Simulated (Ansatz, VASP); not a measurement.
# Ge: VASP beside Ansatz

The input INCAR:

```
  PREC = Accurate
  ENCUT = 520
  EDIFF = 1E-6
  ISMEAR = -1
  SIGMA = 0.1
  LREAL = False
  LASPH = True
  NELM = 100
  ALGO = Normal
  ISIF = 2
  LWAVE = False
  LCHARG = False
  GGA = PE
  NBANDS = 13
```

Contents of KPOINTS:

```
regular mesh
0
Gamma
  15 15 15
```

POSCAR

```
Ge
1.0
   -1.6444394883      1.6444394883      1.6444394883
    1.6444394883     -1.6444394883      1.6444394883
    1.6444394883      1.6444394883     -1.6444394883
Ge
1
Direct
    0.0000000000      0.0000000000      0.0000000000
```

Input for Ansatz:

```yaml
crystal:
  lattice:
    - [-1.6444394883, 1.6444394883, 1.6444394883]
    - [1.6444394883, -1.6444394883, 1.6444394883]
    - [1.6444394883, 1.6444394883, -1.6444394883]
  atoms:
    - { symbol: Ge, position: [0.0, 0.0, 0.0] }
hamiltonian:
  xc: pbe
  pseudopotentials:
    kind: paw
    azcp:
      Ge: "pseudopotentials/Ge.paw.azcp"
basis:
  ecutwfc: 420
  fft_grid_basis: typed
kpoints:
  mp_grid: { grid: [15, 15, 15], shift: [0, 0, 0] }
magnetization:
  spin_polarized: false
scf:
  occupations: { method: fermi_dirac, width: 0.1 }
  lower_state_search: "off"
output:
  stress: true
```

Alike in both runs: task single point; functional PBE; k mesh 15 × 15 × 15; occupations fermi-dirac, width 0.1 eV; no spin polarisation.

```csv
,VASP,Ansatz
version,VASP 6.6.1,Ansatz 0.2.0
potentials or method,"VASP PAW PBE potentials, release 64 (Ge_d), cutoff 520 eV","plane waves (420 eV) with PAW, scalar-relativistic"
valence electrons in the cell,14,14
```

```csv
,VASP,Ansatz,Ansatz less VASP
pressure (GPa),5.7,5.7,+0.06
```
